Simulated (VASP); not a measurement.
# Zr (R-3m) in VASP: notebook, part 2 of 2

VASP 6.6.1. Earlier steps stand in the parts before.

## Step 3: Single point, PBE (shortest bond scaled by 1.1)

File INCAR:

```
PREC = Accurate
ENCUT = 520
EDIFF = 1E-6
ISMEAR = -1
SIGMA = 0.05
LREAL = False
LASPH = True
NELM = 80
ALGO = Normal
ISIF = 2
LWAVE = False
LCHARG = False
GGA = PE
NBANDS = 19
```

File KPOINTS:

```
Automatic mesh
0
Gamma
  9 9 9
```

File POSCAR:

```
Zr
1.0
    0.0000000000      3.0812078526      3.0812078526
    3.0812078526      0.0000000000      3.0812078526
    3.0812078526      3.0812078526      0.0000000000
Zr
2
Direct
   -0.0875000000     -0.1375000000     -0.1375000000
    0.0875000000      0.1375000000      0.1375000000
```

Potentials or basis: VASP PAW PBE potentials, release 64 (Zr_sv).

The run is started by

```sh
> cat potpaw_PBE.64/Zr_sv/POTCAR > POTCAR
> mpirun -np 1 vasp_std > vasp.out
```

OUTCAR:

```text
PREC = Accurate
   ENCUT = 520
   EDIFF = 1E-6
   ISMEAR = -1
   LREAL = False
   LASPH = True
   NELM = 80
   ISIF = 2
   GGA = PE

 ion  position               nearest neighbor table
   1  0.913  0.862  0.862-   2 2.59   2 2.59   2 2.59   2 2.94
   2  0.087  0.138  0.138-   1 2.59   1 2.59   1 2.59   1 2.94

  LATTYP: Found a face centered cubic cell.
 ALAT       =     6.1624157052

  Lattice vectors:

 A1 = (   0.0000000000,   3.0812078526,   3.0812078526)
 A2 = (   3.0812078526,   0.0000000000,   3.0812078526)
 A3 = (   3.0812078526,   3.0812078526,   0.0000000000)

Analysis of symmetry for initial positions (statically):
=====================================================================
 Subroutine PRICEL returns:
 Original cell was already a primitive cell.

 Routine SETGRP: Setting up the symmetry group for a
 face centered cubic supercell.

 Subroutine GETGRP returns: Found 12 space group operations
 (whereof  4 operations were pure point group operations)
 out of a pool of 48 trial point group operations.

The static configuration has the point symmetry C_2h.
 The point group associated with its full space group is D_3d.

Analysis of symmetry for dynamics (positions and initial velocities):
=====================================================================
 Subroutine PRICEL returns:
 Original cell was already a primitive cell.

 Routine SETGRP: Setting up the symmetry group for a
 face centered cubic supercell.

 Subroutine GETGRP returns: Found 12 space group operations
 (whereof  4 operations were pure point group operations)
 out of a pool of 48 trial point group operations.

The dynamic configuration has the point symmetry C_2h.
 The point group associated with its full space group is D_3d.

 Subroutine INISYM returns: Found 12 space group operations
 (whereof  4 operations are pure point group operations),
 and found     1 'primitive' translations

----------------------------------------------------------------------------------------

                                     Primitive cell

  volume of cell :      58.5050

  direct lattice vectors                    reciprocal lattice vectors
     0.000000000  3.081207853  3.081207853    -0.162274025  0.162274025  0.162274025
     3.081207853  0.000000000  3.081207853     0.162274025 -0.162274025  0.162274025
     3.081207853  3.081207853  0.000000000     0.162274025  0.162274025 -0.162274025

  length of vectors
     4.357485934  4.357485934  4.357485934     0.281066856  0.281066856  0.281066856

  position of ions in fractional coordinates (direct lattice)
     0.912500000  0.862500000  0.862500000
     0.087500000  0.137500000  0.137500000

  ion indices of the primitive-cell ions
   primitive index   ion index
                 1           1
                 2           2

----------------------------------------------------------------------------------------

 KPOINTS: Automatic mesh

Automatic generation of k-mesh.
 Grid dimensions read from file:
 generate k-points for:    9    9    9

 Generating k-lattice:

  Cartesian coordinates                     Fractional coordinates (reciprocal lattice)
    -0.018030447  0.018030447  0.018030447     0.111111111  0.000000000  0.000000000
     0.018030447 -0.018030447  0.018030447     0.000000000  0.111111111  0.000000000
     0.018030447  0.018030447 -0.018030447     0.000000000  0.000000000  0.111111111

  Length of vectors
     0.031229651  0.031229651  0.031229651

  Shift w.r.t. Gamma in fractional coordinates (k-lattice)
     0.000000000  0.000000000  0.000000000

 Subroutine IBZKPT returns following result:
 ===========================================

 Found     85 irreducible k-points:

 Following reciprocal coordinates:
            Coordinates               Weight
  0.000000  0.000000  0.000000      1.000000
  0.111111  0.000000  0.000000      2.000000
  0.000000  0.111111  0.000000      6.000000
  0.222222  0.000000  0.000000      2.000000
  0.000000  0.222222  0.000000      6.000000
  0.333333  0.000000  0.000000      2.000000
[... 16 lines left out ...]
 -0.333333  0.111111  0.000000      6.000000
  0.000000 -0.333333  0.111111     12.000000
 [... further k-points ...]
   k-points           NKPTS =     85   k-points in BZ     NKDIM =     85   number of bands    NBANDS=     19
   number of dos      NEDOS =    301   number of ions     NIONS =      2
   total plane-waves  NPLWV =  32768
   dimension x,y,z NGX =    32 NGY =   32 NGZ =   32
   dimension x,y,z NGXF=    64 NGYF=   64 NGZF=   64
   ions per type =               2
   NGX,Y,Z   is equivalent  to a cutoff of  12.21, 12.21, 12.21 a.u.
   NGXF,Y,Z  is equivalent  to a cutoff of  24.42, 24.42, 24.42 a.u.
 SYSTEM =  unknown system
   PREC   = accura    normal or accurate (medium, high low for compatibility)
   ISTART =      0    job   : 0-new  1-cont  2-samecut
   ICHARG =      2    charge: 1-file 2-atom 10-const
   ISPIN  =      1    spin polarized calculation?
   LNONCOLLINEAR =      F non collinear calculations
   LSORBIT =      F    spin-orbit coupling
   LASPH  =      T    aspherical Exc in radial PAW
   ENCUT  =  520.0 eV  38.22 Ry    6.18 a.u.   8.10  8.10  8.10*2*pi/ulx,y,z
   NELM   =     80;   NELMIN=  2; NELMDL= -5     # of ELM steps
   EDIFF  = 0.1E-05   stopping-criterion for ELM
   LREAL  =      F    real-space projection
   EDIFFG = 0.1E-04   stopping-criterion for IOM
   NSW    =      0    number of steps for IOM
   IBRION =     -1    ionic relax: 0-MD 1-quasi-New 2-CG
   NFREE  =      0    steps in history (QN), initial steepest desc. (CG)
   ISIF   =      2    stress and relaxation
   ISYM   =      2    0-nonsym 1-usesym 2-fastsym
   POTIM  = 0.5000    time-step for ionic-motion
   TEBEG  =    0.0;   TEEND  =   0.0 temperature during run
   PSTRESS=    0.0 pullay stress
   NELECT =      24.0000    total number of electrons
   NUPDOWN=      -1.0000    fix difference up-down
   EMIN   =  10.00;   EMAX   =-10.00  energy-range for DOS
   EFERMI =   0.00;   METHOD = LEGACY
   ISMEAR =    -1;   SIGMA  =   0.05  broadening in eV -4-tet -1-fermi 0-gaus
   EFERMI_NEDOS =   21; number of points for ismear=-14 and -15
   IALGO  =     38    algorithm
   IMIX   =      4    mixing-type and parameters
     AMIX     =   0.40;   BMIX     =  1.00
     AMIX_MAG =   1.60;   BMIX_MAG =  1.00
  volume/ion in A,a.u.               =      29.25       197.41
  Fermi-wavevector in a.u.,A,eV,Ry     =   1.216413  2.298687 20.131992  1.479660
  Thomas-Fermi vector in A             =   2.351767
   LORBIT       =      0    0 simple, 1 ext, 2 COOP (PROOUT), +10 PAW based schemes
   GGA     = PE    functional components
   LHFCALC =     F    Hartree Fock is set to
   AEXX    =    0.0000 exact exchange contribution
   IVDW    =     0    specifies the selected vdW correction
   LEPSILON=     F    determine dielectric tensor
   LRPA    =     F    only Hartree local field effects (RPA)
 non-spin polarized calculation
  energy-cutoff  :      520.00
  volume of cell :       58.51
 maximum number of plane-waves:      1592
   NGX = 17   NGY = 17   NGZ = 17

 number of electron      24.0000000 magnetization

 Free energy of the ion-electron system (eV)
  ---------------------------------------------------
  ext. energy  EPLUGINS =         0.00000000
  ---------------------------------------------------
  free energy    TOTEN  =       -12.27301946 eV

  energy without entropy =      -12.24154188  energy(sigma->0) =      -12.25728067

 E-fermi :   6.0402     XC(G=0):  -9.7582

 val. band max:        6.0336337372   @ k =   0.0000   0.4444   0.3333
 cond. band min:       6.0532282715   @ k =   0.2222  -0.3333   0.4444
 fundamental gap:      0.0195945343
 Fermi energy:         6.0401762198

 k-point     1 :       0.0000    0.0000    0.0000
  band No.  band energies     occupation
      1     -42.8472      2.00000
      2     -42.1058      2.00000
      3     -21.4718      2.00000
      4     -21.4718      2.00000
      5     -20.7026      2.00000
      6     -20.4502      2.00000
[... 11 lines left out ...]
     18      11.5425      0.00000
     19      11.5425      0.00000
[... 485 lines left out ...]
 k-point    24 :       0.0000   -0.3333    0.1111
  band No.  band energies     occupation
      1     -42.6602      2.00000
      2     -42.3077      2.00000
      3     -21.6540      2.00000
      4     -21.2565      2.00000
      5     -20.9486      2.00000
      6     -20.2320      2.00000
[... 11 lines left out ...]
     18      10.8150      0.00000
     19      11.4936      0.00000

 [... further k-points ...]

------------------------ aborting loop because EDIFF is reached ----------------------------------------

  FORCE on cell =-STRESS in cart. coord.  units (eV):
  Direction    XX          YY          ZZ          XY          YZ          ZX
  --------------------------------------------------------------------------------------
  -------------------------------------------------------------------------------------
  Total        0.9776240      0.9776240      0.9776240      1.4007627     -1.4007627      1.4007627
  in kB       26.7725331     26.7725331     26.7725331     38.3603152    -38.3603152     38.3603152
  external PRESSURE =      26.7725331 kB  Pullay stress =       0.0000000 kB

 VOLUME and BASIS-vectors are now :
 -----------------------------------------------------------------------------
  energy-cutoff  :      520.00
  volume of cell :       58.51
      direct lattice vectors                 reciprocal lattice vectors
     0.000000000  3.081207853  3.081207853    -0.162274025  0.162274025  0.162274025
     3.081207853  0.000000000  3.081207853     0.162274025 -0.162274025  0.162274025
     3.081207853  3.081207853  0.000000000     0.162274025  0.162274025 -0.162274025

 POSITION                                       TOTAL-FORCE (eV/Angst)
 -----------------------------------------------------------------------------------
      5.31508      5.46914      5.46914        -0.189981      0.189981      0.189981
      0.84733      0.69327      0.69327         0.189981     -0.189981     -0.189981
 -----------------------------------------------------------------------------------
    total drift:                               -0.000000      0.000000     -0.000000

  FREE ENERGIE OF THE ION-ELECTRON SYSTEM (eV)
  ---------------------------------------------------
  free  energy   TOTEN  =       -12.2730194599 eV

  energy  without entropy=      -12.2415418760  energy(sigma->0) =      -12.25728067
```

stdout:

```text
POSCAR found type information on POSCAR Zr
 POSCAR found :  1 types and       2 ions
 scaLAPACK will be used
 LDA part: xc-table for (Slater+PW92), standard interpolation
 POSCAR, INCAR and KPOINTS ok, starting setup
 FFT: planning ... GRIDC
 FFT: planning ... GRID_SOFT
 FFT: planning ... GRID
 WAVECAR not read
 entering main loop
```

Wall time 46 s (1 thread of Intel Xeon Platinum 8488C (Sapphire Rapids), shared host); peak memory 0.22 GiB.

Results:

- Free energy: -12.2730 eV
- Pressure: 2.7 GPa
- Largest force: 0.329 eV/Å
- Band gap on the k mesh: zero (band 12 reaches 6.16 eV, above the bottom of band 13 at 5.71 eV)

Forces on the atoms (eV/Å):
```
Zr  -0.190  0.190  0.190
Zr   0.190 -0.190 -0.190
```

Levels at points of the mesh, in eV from the Fermi level:
```csv
k point,band 9,band 10,band 11,band 12,band 13,band 14,band 15,band 16
"(0.00, 0.00, 0.00)",-4.10,-0.84,-0.84,-0.55,0.51,0.51,1.88,1.88
```

Caveat: the cell differs from its parent crystal (shortest bond scaled by 1.1).

## Step 4: Single point, PBE (shortest bond scaled by 0.82)

File INCAR:

```
SYSTEM = Zr
PREC     = Accurate       ! precision mode
ENCUT    = 520            ! plane-wave cutoff, eV
EDIFF    = 1E-6           ! SCF threshold, eV
ISMEAR   = -1             ! smearing method
SIGMA    = 0.05           ! smearing width, eV
LREAL    = .FALSE.        ! projectors in reciprocal space
LASPH    = .TRUE.         ! aspherical terms in the spheres
NELM     = 60             ! most SCF steps
ALGO     = Normal         ! electronic algorithm
ISIF     = 2              ! what is computed and relaxed
LWAVE    = .FALSE.        ! write WAVECAR
LCHARG   = .FALSE.        ! write CHGCAR
GGA      = PE             ! functional
NBANDS   = 19             ! bands
```

File KPOINTS:

```
Automatic mesh
0
G
  9 9 9
  0 0 0
```

File POSCAR:

```
Zr
1.0
    0.0000000000      3.0812078526      3.0812078526
    3.0812078526      0.0000000000      3.0812078526
    3.0812078526      3.0812078526      0.0000000000
Zr
2
Direct
   -0.1925000000     -0.1025000000     -0.1025000000
    0.1925000000      0.1025000000      0.1025000000
```

The run is started by

```sh
> cat potpaw_PBE.64/Zr_sv/POTCAR > POTCAR
> mpirun -np 1 vasp_std > vasp.out
```

It took 39 s on 1 thread of Intel Xeon Platinum 8488C (Sapphire Rapids), shared host; peak memory 0.22 GiB.

Results (log left out):

```
Free energy            : -12.2193 eV
Pressure               : 7.4 GPa
Largest force          : 2.252 eV/Å
Band gap on the k mesh : zero (band 12 reaches 6.40 eV, above the bottom of band 13 at 5.38 eV)
```

Forces on the atoms (eV/Å):
```
Zr  -1.300  1.300  1.300
Zr   1.300 -1.300 -1.300
```

Stress tensor (GPa, compression positive):
```
  7.36 -11.49 -11.49
-11.49   7.36  11.49
-11.49  11.49   7.36
```

Levels at points of the mesh, in eV from the Fermi level:
| k point | band 8 | band 9 | band 10 | band 11 | band 12 | band 13 | band 14 | band 15 | band 16 | band 17 |
| --- | --- | --- | --- | --- | --- | --- | --- | --- | --- | --- |
| (0.00, 0.00, 0.00) | -24.54 | -4.06 | -0.84 | -0.84 | -0.14 | -0.14 | 1.41 | 2.20 | 2.56 | 2.56 |

Caveat: the cell differs from its parent crystal (shortest bond scaled by 0.82); forces of over 1 eV/Å act on the atoms, so gaps and moduli don't describe the material at rest.
